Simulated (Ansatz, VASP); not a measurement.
## Ga4AsP3: VASP beside Ansatz

Contents of INCAR:

```
PREC     = Accurate       # precision mode
ENCUT    = 600            # plane-wave cutoff, eV
EDIFF    = 1E-6           # SCF threshold, eV
ISMEAR   = 0              # smearing method
SIGMA    = 0.1            # smearing width, eV
LREAL    = False          # projectors in reciprocal space
LASPH    = True           # aspherical terms in the spheres
NELM     = 100            # most SCF steps
ALGO     = Normal         # electronic algorithm
ISIF     = 3              # what is computed and relaxed
LWAVE    = False          # write WAVECAR
LCHARG   = False          # write CHGCAR
GGA      = PE             # functional
IBRION   = 2              # ionic algorithm
NSW      = 80             # ionic steps
EDIFFG   = -0.025         # ionic threshold
```

The input KPOINTS:

```
regular mesh
0
Gamma
  4 4 2
```

POSCAR

```
Ga4AsP3
1.0
    3.8650977631      0.0730282860     -0.0164191784
    0.0730282860      3.9332889449     -0.0302005870
   -0.0464432174     -0.0854252504     10.9969541246
Ga P As
4 3 1
Direct
    0.4819718253     -0.0064658577      0.8682245939
    0.0227739307      0.5012949793      0.6206693130
    0.5012119560     -0.0174591859      0.3787916342
   -0.0147363475      0.5017046944      0.1328115295
    0.0035811364      0.0202337270      0.5001343642
    0.5018994161      0.5050960578      0.2604125362
    0.4950612940      0.4857059988      0.7410130869
    0.0082367890      0.0098895862     -0.0020570579
```

Input for Ansatz:

```yaml
crystal:
  lattice:
    - [3.8650977631, 0.073028286, -0.0164191784]
    - [0.073028286, 3.9332889449, -0.030200587]
    - [-0.0464432174, -0.0854252504, 10.9969541246]
  atoms:
    - { symbol: Ga, position: [0.4819718253, -0.0064658577, 0.8682245939] }
    - { symbol: Ga, position: [0.0227739307, 0.5012949793, 0.620669313] }
    - { symbol: Ga, position: [0.501211956, -0.0174591859, 0.3787916342] }
    - { symbol: Ga, position: [-0.0147363475, 0.5017046944, 0.1328115295] }
    - { symbol: P, position: [0.0035811364, 0.020233727, 0.5001343642] }
    - { symbol: P, position: [0.5018994161, 0.5050960578, 0.2604125362] }
    - { symbol: P, position: [0.495061294, 0.4857059988, 0.7410130869] }
    - { symbol: As, position: [0.008236789, 0.0098895862, -0.0020570579] }
basis:
  ecutwfc: 420
kpoints:
  mp_grid: { grid: [4, 4, 2] }
hamiltonian:
  xc: pbe
scf:
  occupations: { method: gaussian, width: 0.1 }
  lower_state_search: "off"
output:
  forces: true
  stress: true
  eigenvalues: true
relax:
  adjacent_minimum: "off"
  f_tol: 0.025
  max_steps: 60
  cell: { stress_tol: 0.25 }
```

Change from the starting cell: cell x1, atoms moved at random (sigma 0.05 Å) and cell strained at random (1.5 %), then relaxed without symmetry.

Alike in both runs: task relaxation of cell and atoms; functional PBE; k mesh 4 × 4 × 2; occupations gaussian, width 0.1 eV; no spin polarisation.

|  | VASP | Ansatz |
| --- | --- | --- |
| version | VASP 6.6.1 | Ansatz 0.2.0 |
| potentials or method | VASP PAW PBE potentials, release 64 (Ga_d, P, As), cutoff 600 eV | scalar-relativistic, plane waves, PAW |
| valence electrons in the cell | 72 | 82 |

|  | VASP | Ansatz | Ansatz less VASP |
| --- | --- | --- | --- |
| gap on the k mesh at the Fermi level, each at its own relaxed structure (eV) | 1.15 | 1.15 | +0.005 |
| relaxed volume (Å³/atom) | 21.57 | 21.56 | -0.009 |
| relaxed length of the cell vector where the two differ most in proportion (Å) | 3.953 | 3.953 | -0.0007 |

VASP's potentials hold 72 valence electrons a cell and Ansatz's 82, so a difference there can come from the potentials and not from the codes.
